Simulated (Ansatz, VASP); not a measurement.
# Al in VASP and in Ansatz

The input INCAR:

```
SYSTEM = Al
ALGO     = Fast           ! electronic algorithm
EDIFF    = 1E-7           ! SCF threshold, eV
ENCUT    = 520            ! plane-wave cutoff, eV
GGA      = PS             ! functional
ISIF     = 2              ! what is computed and relaxed
ISMEAR   = 0              ! smearing method
IVDW     = 12             ! dispersion correction
LASPH    = .TRUE.         ! aspherical terms in the spheres
LCHARG   = .FALSE.        ! write CHGCAR
LREAL    = .FALSE.        ! projectors in reciprocal space
LWAVE    = .FALSE.        ! write WAVECAR
NBANDS   = 8              ! bands
NELM     = 60             ! most SCF steps
PREC     = Accurate       ! precision mode
SIGMA    = 0.15           ! smearing width, eV
```

Contents of KPOINTS:

```
k-points
0
G
  28 28 28
  0 0 0
```

POSCAR

```
Al
1.0
    0.0000000000      1.9193216883      2.1112538571
    1.9193216883      0.0000000000      2.1112538571
    1.9193216883      1.9193216883      0.0000000000
Al
1
Direct
    0.0000000000      0.0000000000      0.0000000000
```

Input for Ansatz:

```yaml
crystal:
  lattice:
    - [0.0, 1.9193216883, 2.1112538571]
    - [1.9193216883, 0.0, 2.1112538571]
    - [1.9193216883, 1.9193216883, 0.0]
  atoms:
    - { symbol: Al, position: [0.0, 0.0, 0.0] }
basis:
  ecutwfc: 420
kpoints:
  mp_grid: { grid: [28, 28, 28] }
hamiltonian:
  xc: pbesol
  dispersion: d3bj
scf:
  occupations: { method: gaussian, width: 0.15 }
output:
  forces: true
  stress: true
  eigenvalues: true
  write_density: true
  write_potential: true
  elf: true
  volumetric_format: npy
```

Alike in both runs: task single point; functional PBEsol; dispersion D3(BJ); k mesh 28 × 28 × 28; occupations gaussian, width 0.15 eV; no spin polarisation.

|  | VASP | Ansatz |
| --- | --- | --- |
| version | VASP 6.6.1 | Ansatz 0.2.0 |
| potentials or method | VASP PAW PBE potentials, release 64 (Al), cutoff 520 eV | scalar-relativistic, plane waves, PAW |
| valence electrons in the cell | 3 | 3 |

```csv
,VASP,Ansatz,Ansatz less VASP
gap on the k mesh at the Fermi level (eV),none,none,-
pressure (GPa),0.9,0.8,-0.09
"traceless stress, the component that is largest in VASP (GPa)",-5.04,-5.00,+0.032
```

VASP's potentials were made for PBE, not for PBEsol. A gap of «none» marks a metal or a gap that the smearing closes.
